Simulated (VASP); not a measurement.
Wanted: the native input for a VASP 6.6.1 run.

```yaml
Task: single point
Functional: PBE
Potentials_or_basis: VASP PAW PBE potentials, release 64 (Al)
Cutoff: 520 eV
k_mesh: 22 × 22 × 22
Occupations: gaussian, width 0.15 eV
Spin: no spin polarisation
Dipole_correction: no
Further_INCAR_settings: ALGO = Fast; EDIFF = 1e-07; NBANDS = 8
```

The structure of Al lies in POSCAR:

```
Al
1.0
   -1.4875678461      1.4875678461      1.8613936458
    1.4875678461     -1.4875678461      1.8613936458
    1.4875678461      1.4875678461     -1.8613936458
Al
1
Direct
    0.0000000000      0.0000000000      0.0000000000
```

This cell differs from its parent crystal: volume 16.476 Å^3 an atom, c/a of the conventional cell 1.2513.

One way to write it, as run:

INCAR

```
SYSTEM = Al
  PREC = Accurate
  ENCUT = 520
  EDIFF = 1E-7
  ISMEAR = 0
  SIGMA = 0.15
  LREAL = .False.
  LASPH = .True.
  NELM = 80
  ALGO = Fast
  ISIF = 2
  LWAVE = .False.
  LCHARG = .False.
  GGA = PE
  NBANDS = 8
```

KPOINTS

```
Automatic mesh
0
Gamma
  22 22 22
  0 0 0
```

Potentials or basis: VASP PAW PBE potentials, release 64 (Al).

The run is started by

```sh
$ cat potpaw_PBE.64/Al/POTCAR > POTCAR
$ mpirun -np 1 vasp_std > vasp.out
```

Results of the run:

```
Pressure : 0.9 GPa
```

Wall time 51 s on 1 thread of Intel(R) Xeon(R) Platinum 8375C CPU @ 2.90GHz (Ice Lake), on a shared host, peak memory 0.21 GiB.
